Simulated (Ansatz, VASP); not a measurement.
## NiMoIrPdW in VASP and in Ansatz

```
CELL_PARAMETERS angstrom
4.14432 0.00000 0.00000
-2.07216 3.58908 0.00000
0.00000 0.00000 5.48187
ATOMIC_POSITIONS crystal
Ni 0.00000 0.00000 0.95775
Mo 0.66667 0.33333 0.96161
Pd 0.66667 0.33333 0.46295
Ir 0.33333 0.66667 0.72572
W 0.33333 0.66667 0.23642
```

Change from the starting cell: volume scaled by 1.02.

Alike in both runs: task single point; functional PBE; k mesh 6 × 6 × 4; occupations fermi-dirac, width 0.05 eV; collinear spin.

|  | VASP | Ansatz |
| --- | --- | --- |
| version | VASP 6.6.1 | Ansatz 0.2.0 |
| potentials or method | VASP PAW PBE potentials, release 64 (Ni, Mo_sv, Pd, Ir, W_sv), cutoff 520 eV | all-electron LAPW, scalar-relativistic |

Ansatz gave:

| Property | Result |
| --- | --- |
| gap on the k mesh at the Fermi level (eV) | none |
| pressure (GPa) | -4.2 |
| rms of the force components (eV/Å) | 0.051 |
| net moment per atom (μB) | 0.00 |

Question: Estimate VASP's values.

Answer: gap on the k mesh at the Fermi level (eV): none; pressure (GPa): -4.1; rms of the force components (eV/Å): 0.052; net moment per atom (μB): 0.00.

Atom by atom the forces differ by 0.005 eV/Å (rms over components). A gap of «none» marks a metal or a gap that the smearing closes. Ansatz ran all-electron here, and VASP with PAW potentials.

Spin-orbit coupling is off throughout. Noted on Ansatz's run: the k mesh is thin for a metal, which can move the energy by tens of meV per atom.
